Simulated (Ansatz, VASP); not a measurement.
Two plane-wave programs on Si

```
CELL_PARAMETERS angstrom
3.82000 0.00000 0.00000
-1.91000 3.30822 0.00000
0.00000 0.00000 6.32000
ATOMIC_POSITIONS crystal
Si 0.33333 0.66667 0.00000
Si 0.66667 0.33333 0.50000
Si 0.33333 0.66667 0.37400
Si 0.66667 0.33333 0.87400
```

Alike in both runs: task single point; functional r2SCAN; k mesh 6 × 6 × 4; occupations gaussian, width 0.1 eV; no spin polarisation.

```csv
,VASP,Ansatz
version,VASP 6.6.1,Ansatz 0.2.0
potentials or method,"VASP PAW PBE potentials, release 64 (Si), cutoff 520 eV","scalar-relativistic, plane waves, PAW"
valence electrons in the cell,16,16
```

|  | VASP | Ansatz | Ansatz less VASP |
| --- | --- | --- | --- |
| gap on the k mesh at the Fermi level (eV) | 0.60 | 0.59 | -0.013 |
| least direct gap on the mesh (eV) | 1.40 | 1.39 | -0.013 |
| pressure (GPa) | 0.8 | 1.0 | +0.22 |
| traceless stress, the component that is largest in VASP (GPa) | -0.16 | -0.15 | +0.008 |

VASP's potentials were made for PBE, not for r2SCAN.
